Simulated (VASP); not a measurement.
# W4N in VASP: a series of runs

Runs on W4N. Level: LDA. Tasks: single point.

Program: VASP 6.6.1. These are calculated values, not measurements. Logs are shortened: lines on timing, memory, paths and dates and some standing lists are left out, and cuts for length are marked.

## (1) The cell of the first run

The cell holds a slab with vacuum, 5 atoms: a = 2.809 Å, b = 3.973 Å, c = 19.407 Å, α = 90.00°, β = 90.00°, γ = 90.00°.

## (2) Single point, LDA

INCAR reads:

```
SYSTEM = W4N
PREC = Accurate ; ENCUT = 520
EDIFF = 1E-6 ; ISMEAR = 0
SIGMA = 0.1 ; LREAL = .False.
LASPH = .True. ; NELM = 120
ALGO = Normal ; ISIF = 2
LWAVE = .False. ; LCHARG = .False.
LDIPOL = .True. ; IDIPOL = 3
DIPOL = 0.5 0.5 0.341 ; GGA = CA
NBANDS = 38 ; GGA_COMPAT = .False.
NELMDL = -8
```

KPOINTS reads:

```
regular mesh
0
Gamma
  9 7 1
  0 0 0
```

POSCAR reads:

```
W4N
1.0
    2.8093052383      0.0000000000      0.0000000000
    0.0000000000      3.9729575688      0.0000000000
    0.0000000000      0.0000000000     19.4074369602
W N
4 1
Direct
    0.5000000000      0.5000000000      0.2061065564
    0.0000000000      0.0000000000      0.2784835849
    0.5000000000      0.5000000000      0.3501454747
    0.0000000000      0.0000000000      0.4074436504
    0.5000000000      0.1250000000      0.4632099946
```

Potentials or basis: VASP PAW LDA potentials, release 64 (W_sv, N).

Run with:

```
$ cat potpaw_LDA.64/W_sv/POTCAR potpaw_LDA.64/N/POTCAR > POTCAR
$ mpirun -np 1 vasp_std > vasp.out
```

OUTCAR:

```text
SYSTEM = W4N
   PREC = Accurate
   ENCUT = 520
   EDIFF = 1E-6
   ISMEAR = 0
   LREAL = .False.
   LASPH = .True.
   NELM = 120
   ISIF = 2
   GGA = CA
   NELMDL = -8

 ion  position               nearest neighbor table
   1  0.500  0.500  0.206-   3 2.80   2 2.81   2 2.81   2 2.81   2 2.81
   2  0.000  0.000  0.278-   4 2.50   3 2.80   3 2.80   3 2.80   3 2.80   1 2.81   1 2.81   1 2.81
                             1 2.81
   3  0.500  0.500  0.350-   4 2.68   4 2.68   4 2.68   4 2.68   1 2.80   2 2.80   2 2.80   2 2.80
                             2 2.80
   4  0.000  0.000  0.407-   5 1.84   5 1.84   2 2.50   3 2.68   3 2.68   3 2.68   3 2.68
   5  0.500  0.125  0.463-   4 1.84   4 1.84

  LATTYP: Found a simple orthorhombic cell.
 ALAT       =     2.8093052383
 B/A-ratio  =     1.4142135624
 C/A-ratio  =     6.9082692388

  Lattice vectors:

 A1 = (   2.8093052383,   0.0000000000,   0.0000000000)
 A2 = (   0.0000000000,   3.9729575688,   0.0000000000)
 A3 = (   0.0000000000,   0.0000000000,  19.4074369602)

Analysis of symmetry for initial positions (statically):
=====================================================================
 Subroutine PRICEL returns:
 Original cell was already a primitive cell.

 Routine SETGRP: Setting up the symmetry group for a
 simple orthorhombic supercell.

 Subroutine GETGRP returns: Found  2 space group operations
 (whereof  2 operations were pure point group operations)
 out of a pool of  8 trial point group operations.

The static configuration has the point symmetry C_1h.

Analysis of symmetry for dynamics (positions and initial velocities):
=====================================================================
 Subroutine PRICEL returns:
 Original cell was already a primitive cell.

 Routine SETGRP: Setting up the symmetry group for a
 simple orthorhombic supercell.

 Subroutine GETGRP returns: Found  2 space group operations
 (whereof  2 operations were pure point group operations)
 out of a pool of  8 trial point group operations.

The dynamic configuration has the point symmetry C_1h.

 Subroutine INISYM returns: Found  2 space group operations
 (whereof  2 operations are pure point group operations),
 and found     1 'primitive' translations

----------------------------------------------------------------------------------------

                                     Primitive cell

  volume of cell :     216.6113

  direct lattice vectors                    reciprocal lattice vectors
     2.809305238  0.000000000  0.000000000     0.355959896  0.000000000  0.000000000
     0.000000000  3.972957569  0.000000000     0.000000000  0.251701656  0.000000000
     0.000000000  0.000000000 19.407436960     0.000000000  0.000000000  0.051526639

  length of vectors
     2.809305238  3.972957569 19.407436960     0.355959896  0.251701656  0.051526639

  position of ions in fractional coordinates (direct lattice)
     0.500000000  0.500000000  0.206106556
     0.000000000  0.000000000  0.278483585
     0.500000000  0.500000000  0.350145475
     0.000000000  0.000000000  0.407443650
     0.500000000  0.125000000  0.463209995

  ion indices of the primitive-cell ions
   primitive index   ion index
                 1           1
                 2           2
                 3           3
                 4           4
                 5           5

----------------------------------------------------------------------------------------

 KPOINTS: regular mesh

Automatic generation of k-mesh.
 Grid dimensions read from file:
 generate k-points for:    9    7    1

 Generating k-lattice:

  Cartesian coordinates                     Fractional coordinates (reciprocal lattice)
     0.039551100  0.000000000  0.000000000     0.111111111  0.000000000  0.000000000
     0.000000000  0.035957379  0.000000000     0.000000000  0.142857143  0.000000000
     0.000000000  0.000000000  0.051526639     0.000000000  0.000000000  1.000000000

  Length of vectors
     0.039551100  0.035957379  0.051526639

  Shift w.r.t. Gamma in fractional coordinates (k-lattice)
     0.000000000  0.000000000  0.000000000

 Subroutine IBZKPT returns following result:
 ===========================================

 Found     20 irreducible k-points:

 Following reciprocal coordinates:
            Coordinates               Weight
  0.000000  0.000000  0.000000      1.000000
  0.111111  0.000000  0.000000      2.000000
  0.222222  0.000000  0.000000      2.000000
  0.333333  0.000000  0.000000      2.000000
  0.444444  0.000000  0.000000      2.000000
  0.000000  0.142857  0.000000      2.000000
[... 12 lines left out ...]
  0.333333  0.428571  0.000000      4.000000
  0.444444  0.428571  0.000000      4.000000
   k-points           NKPTS =     20   k-points in BZ     NKDIM =     20   number of bands    NBANDS=     38
   number of dos      NEDOS =    301   number of ions     NIONS =      5
   total plane-waves  NPLWV = 103680
   dimension x,y,z NGX =    24 NGY =   30 NGZ =  144
   dimension x,y,z NGXF=    48 NGYF=   60 NGZF=  288
   ions per type =               4   1
   NGX,Y,Z   is equivalent  to a cutoff of  14.20, 12.55, 12.34 a.u.
   NGXF,Y,Z  is equivalent  to a cutoff of  28.40, 25.11, 24.67 a.u.
 SYSTEM =  W4N
   PREC   = accura    normal or accurate (medium, high low for compatibility)
   ISTART =      0    job   : 0-new  1-cont  2-samecut
   ICHARG =      2    charge: 1-file 2-atom 10-const
   ISPIN  =      1    spin polarized calculation?
   LNONCOLLINEAR =      F non collinear calculations
   LSORBIT =      F    spin-orbit coupling
   LASPH  =      T    aspherical Exc in radial PAW
   ENCUT  =  520.0 eV  38.22 Ry    6.18 a.u.   5.22  7.39 36.08*2*pi/ulx,y,z
   NELM   =    120;   NELMIN=  2; NELMDL= -8     # of ELM steps
   EDIFF  = 0.1E-05   stopping-criterion for ELM
   LREAL  =      F    real-space projection
   EDIFFG = 0.1E-04   stopping-criterion for IOM
   NSW    =      0    number of steps for IOM
   IBRION =     -1    ionic relax: 0-MD 1-quasi-New 2-CG
   NFREE  =      0    steps in history (QN), initial steepest desc. (CG)
   ISIF   =      2    stress and relaxation
   ISYM   =      2    0-nonsym 1-usesym 2-fastsym
   POTIM  = 0.5000    time-step for ionic-motion
   TEBEG  =    0.0;   TEEND  =   0.0 temperature during run
   PSTRESS=    0.0 pullay stress
   NELECT =      61.0000    total number of electrons
   NUPDOWN=      -1.0000    fix difference up-down
   EMIN   =  10.00;   EMAX   =-10.00  energy-range for DOS
   EFERMI =   0.00;   METHOD = LEGACY
   ISMEAR =     0;   SIGMA  =   0.10  broadening in eV -4-tet -1-fermi 0-gaus
   EFERMI_NEDOS =   21; number of points for ismear=-14 and -15
   IALGO  =     38    algorithm
   IMIX   =      4    mixing-type and parameters
     AMIX     =   0.40;   BMIX     =  1.00
     AMIX_MAG =   1.60;   BMIX_MAG =  1.00
  volume/ion in A,a.u.               =      43.32       292.35
  Fermi-wavevector in a.u.,A,eV,Ry     =   1.073061  2.027791 15.666565  1.151460
  Thomas-Fermi vector in A             =   2.208849
   LORBIT       =      0    0 simple, 1 ext, 2 COOP (PROOUT), +10 PAW based schemes
   GGA     = CA    functional components
   LHFCALC =     F    Hartree Fock is set to
   AEXX    =    0.0000 exact exchange contribution
   IVDW    =     0    specifies the selected vdW correction
   LEPSILON=     F    determine dielectric tensor
   LRPA    =     F    only Hartree local field effects (RPA)
 non-spin polarized calculation
 Gauss-broadening in eV      SIGMA  =   0.10
  energy-cutoff  :      520.00
  volume of cell :      216.61
 maximum number of plane-waves:      5866
 NGX is ok and might be reduce to    24
   NGX = 11   NGY = 15   NGZ = 73

 dipolmoment           0.000000      0.000000     -0.061105 electrons x Angstroem

 number of electron      60.9999997 magnetization

 dipolmoment           0.000000      0.000000      0.128319 electrons x Angstroem

 Free energy of the ion-electron system (eV)
  ---------------------------------------------------
  ext. energy  EPLUGINS =         0.00000000
  ---------------------------------------------------
  free energy    TOTEN  =       -59.46791101 eV

  energy without entropy =      -59.44706084  energy(sigma->0) =      -59.45748592

 E-fermi :  -0.2521     XC(G=0):  -5.4196

 val. band max:       -0.2666585599   @ k =   0.0000   0.2857   0.0000
 cond. band min:      -0.1721627162   @ k =   0.0000   0.1429   0.0000
 fundamental gap:      0.0944958437
 Fermi energy:        -0.2520967997

 k-point     1 :       0.0000    0.0000    0.0000
  band No.  band energies     occupation
      1     -73.6329      2.00000
      2     -73.4664      2.00000
      3     -73.3223      2.00000
      4     -73.2183      2.00000
      5     -38.6226      2.00000
      6     -38.5462      2.00000
[... 30 lines left out ...]
     37       2.8833      0.00000
     38       3.0701      0.00000

 k-point     2 :       0.1111    0.0000    0.0000
  band No.  band energies     occupation
      1     -73.6268      2.00000
      2     -73.4567      2.00000
      3     -73.3174      2.00000
      4     -73.2172      2.00000
      5     -38.5927      2.00000
      6     -38.5316      2.00000
[... 30 lines left out ...]
     37       2.4870      0.00000
     38       2.5837      0.00000

 k-point     3 :       0.2222    0.0000    0.0000
  band No.  band energies     occupation
      1     -73.6115      2.00000
      2     -73.4313      2.00000
      3     -73.3049      2.00000
      4     -73.2153      2.00000
      5     -38.5953      2.00000
      6     -38.4294      2.00000
[... 30 lines left out ...]
     37       2.6373      0.00000
     38       2.9400      0.00000

 k-point     4 :       0.3333    0.0000    0.0000
  band No.  band energies     occupation
      1     -73.5942      2.00000
      2     -73.4003      2.00000
      3     -73.2905      2.00000
      4     -73.2153      2.00000
      5     -38.7097      2.00000
      6     -38.5755      2.00000
[... 30 lines left out ...]
     37       3.4970      0.00000
     38       3.7297      0.00000
[... 539 lines left out ...]
      4     -73.2425      2.00000
      5     -38.6890      2.00000
      6     -38.4582      2.00000
[... 30 lines left out ...]
     37       2.2227      0.00000
     38       2.5551      0.00000

 k-point    19 :       0.3333    0.4286    0.0000
  band No.  band energies     occupation
      1     -73.5920      2.00000
      2     -73.3885      2.00000
      3     -73.2909      2.00000
      4     -73.2280      2.00000
      5     -38.8034      2.00000
      6     -38.5487      2.00000
[... 30 lines left out ...]
     37       2.4713      0.00000
     38       3.1616      0.00000

 k-point    20 :       0.4444    0.4286    0.0000
  band No.  band energies     occupation
      1     -73.5823      2.00000
      2     -73.3767      2.00000
      3     -73.2805      2.00000
      4     -73.2185      2.00000
      5     -38.9888      2.00000
      6     -38.6434      2.00000
[... 30 lines left out ...]
     37       2.8299      0.00000
     38       3.1139      0.00000

------------------------ aborting loop because EDIFF is reached ----------------------------------------

 vacuum level on the upper side and lower side of the slab       (xc-potential included)         1.003        -1.019

  FORCE on cell =-STRESS in cart. coord.  units (eV):
  Direction    XX          YY          ZZ          XY          YZ          ZX
  --------------------------------------------------------------------------------------
  -------------------------------------------------------------------------------------
  Total        7.0510265      3.1453905      3.1909084      0.0000000      0.6724920      0.0000000
  in kB       52.1533117     23.2650564     23.6017326      0.0000000      4.9741249      0.0000000
  external PRESSURE =      33.0067002 kB  Pullay stress =       0.0000000 kB

 VOLUME and BASIS-vectors are now :
 -----------------------------------------------------------------------------
  energy-cutoff  :      520.00
  volume of cell :      216.61
      direct lattice vectors                 reciprocal lattice vectors
     2.809305238  0.000000000  0.000000000     0.355959896  0.000000000  0.000000000
     0.000000000  3.972957569  0.000000000     0.000000000  0.251701656  0.000000000
     0.000000000  0.000000000 19.407436960     0.000000000  0.000000000  0.051526639

 POSITION                                       TOTAL-FORCE (eV/Angst)
 -----------------------------------------------------------------------------------
      1.40465      1.98648      4.00000         0.000000      0.066680      2.367774
      0.00000      0.00000      5.40465         0.000000      0.331552     -4.119081
      1.40465      1.98648      6.79543         0.000000     -0.605395     -1.659750
      0.00000      0.00000      7.90744         0.000000     -0.799914      3.097865
      1.40465      0.49662      8.98972         0.000000      1.007078      0.313192
 -----------------------------------------------------------------------------------
    total drift:                                0.000000     -0.000029      0.000364

  FREE ENERGIE OF THE ION-ELECTRON SYSTEM (eV)
  ---------------------------------------------------
  free  energy   TOTEN  =       -59.4679110114 eV

  energy  without entropy=      -59.4470608377  energy(sigma->0) =      -59.45748592

 vacuum level on the upper side and lower side of the slab         6.189         4.092
```

Wall time 2.5 min (1 thread of Intel Xeon 6975P-C (Granite Rapids), shared host); peak memory 0.32 GiB.

Results:

```yaml
Free_energy: -59.4679 eV
Largest_force: 4.132 eV/Å
```

Forces on the atoms (eV/Å):
```
W    0.000  0.067  2.368
W    0.000  0.332 -4.119
W    0.000 -0.605 -1.660
W    0.000 -0.800  3.098
N    0.000  1.007  0.313
```

Levels at points of the mesh, in eV from the Fermi level:
| k point | band 27 | band 28 | band 29 | band 30 | band 31 | band 32 | band 33 | band 34 | band 35 | band 36 |
| --- | --- | --- | --- | --- | --- | --- | --- | --- | --- | --- |
| (0.00, 0.00, 0.00) | -1.52 | -0.77 | -0.75 | -0.67 | 0.08 | 0.33 | 1.04 | 1.44 | 1.66 | 1.79 |

Caveat: spin-orbit coupling is left out, which moves the levels of the heavy elements.

(Continued in part 2 of 2.)
